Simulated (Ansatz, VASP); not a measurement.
**Two plane-wave programs on CuI**

Contents of INCAR:

```
SYSTEM = CuI
  ALGO = Normal
  EDIFF = 1E-6
  ENCUT = 520
  GGA = PE
  ISIF = 2
  ISMEAR = -1
  LASPH = .TRUE.
  LCHARG = .FALSE.
  LREAL = .FALSE.
  LWAVE = .FALSE.
  NBANDS = 16
  NELM = 60
  PREC = Accurate
  SIGMA = 0.02
```

Contents of KPOINTS:

```
k-points
0
G
  8 8 8
  0 0 0
```

File POSCAR:

```
CuI
1.0
    0.0000000000      3.1502956744      3.0120429050
    3.1502956744      0.0000000000      3.0120429050
    3.1502956744      3.1502956744      0.0000000000
Cu I
1 1
Direct
    0.2500000000      0.2500000000      0.2500000000
    0.0000000000      0.0000000000      0.0000000000
```

Input for Ansatz:

```yaml
crystal:
  lattice:
    - [0.0, 3.1502956744, 3.012042905]
    - [3.1502956744, 0.0, 3.012042905]
    - [3.1502956744, 3.1502956744, 0.0]
  atoms:
    - { symbol: Cu, position: [0.25, 0.25, 0.25] }
    - { symbol: I, position: [0.0, 0.0, 0.0] }
kpoints:
  mp_grid: { grid: [8, 8, 8] }
  band_path:
    path:
      - [0.0, 0.0, 0.0]
      - [-0.5, -0.5, 0.0]
      - [-0.375, -0.375, 0.25]
      - [-0.375, 0.0, 0.375]
      - [0.0, 0.0, 0.5]
      - [-0.5, -0.25, 0.25]
    npoints: 1
hamiltonian:
  xc: pbe
scf:
  occupations: { method: fermi_dirac, width: 0.02 }
  n_extra_bands: 4
output:
  forces: true
  stress: true
  eigenvalues: true
```

Change from the starting cell: biaxial_xy strain +4.6%.

Alike in both runs: task single point; functional PBE; k mesh 8 × 8 × 8; occupations fermi-dirac, width 0.02 eV; no spin polarisation.

|  | VASP | Ansatz |
| --- | --- | --- |
| version | VASP 6.6.1 | Ansatz 0.2.0 |
| potentials or method | VASP PAW PBE potentials, release 64 (Cu, I) | plane waves, PAW |
| plane-wave cutoff (eV) | 520 | 420 |
| valence electrons in the cell | 18 | 36 |

```csv
,VASP,Ansatz,Ansatz less VASP
gap on the k mesh at the Fermi level (eV),0.93,0.91,-0.020
pressure (GPa),-1.8,-2.1,-0.28
"traceless stress, the component that is largest in VASP (GPa)",0.51,0.51,+0.005
```

With one functional, cell and mesh, what is left measures potentials, basis and numerics. VASP's potentials hold 18 valence electrons a cell and Ansatz's 36, so a difference there can come from the potentials and not from the codes.

Neither program's run includes spin-orbit coupling.
